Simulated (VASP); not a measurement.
Wanted: the native input for a VASP 6.6.1 run.

```
Task                   : single point
Functional             : PBEsol
Potentials or basis    : VASP PAW PBE potentials, release 64 (Na_pv)
Cutoff                 : 520 eV
k mesh                 : 15 × 15 × 8
Occupations            : gaussian, width 0.1 eV
Spin                   : no spin polarisation
Dipole correction      : no
Further INCAR settings : ALGO = Fast; EDIFF = 1e-06; NBANDS = 14
```

The structure of Na lies in POSCAR:

```
Na
1.0
    3.7155814340      0.0000000000      0.0000000000
   -1.8577907170      3.2177879117      0.0000000000
    0.0000000000      0.0000000000      5.7007579000
Na
2
Direct
    0.3333333333      0.6666666667      0.2500000000
    0.6666666667      0.3333333333      0.7500000000
```

This cell differs from its parent crystal: strained.

These files were run (other wordings do the same):

INCAR

```
SYSTEM = Na
ALGO = Fast
EDIFF = 1E-6
ENCUT = 520
GGA = PS
ISIF = 2
ISMEAR = 0
LASPH = .True.
LCHARG = .False.
LREAL = .False.
LWAVE = .False.
NBANDS = 14
NELM = 60
PREC = Accurate
SIGMA = 0.1
```

KPOINTS

```
k-points
0
Gamma
  15 15 8
  0 0 0
```

Potentials or basis: VASP PAW PBE potentials, release 64 (Na_pv).

Launch:

```bash
$ cat potpaw_PBE.64/Na_pv/POTCAR > POTCAR
$ mpirun -np 1 vasp_std > vasp.out
```

Results of the run:

```
Pressure               : 0.2 GPa
Band gap on the k mesh : zero (band 7 reaches 2.61 eV, above the bottom of band 8 at -1.72 eV)
```

Caveat: the cell differs from its parent crystal (strained); the PAW data sets were made with another functional, which shifts forces and pressure a little.

Run time: 94 s on 1 thread of Intel(R) Xeon(R) Platinum 8488C (Sapphire Rapids) (shared host), peak memory 0.23 GiB.
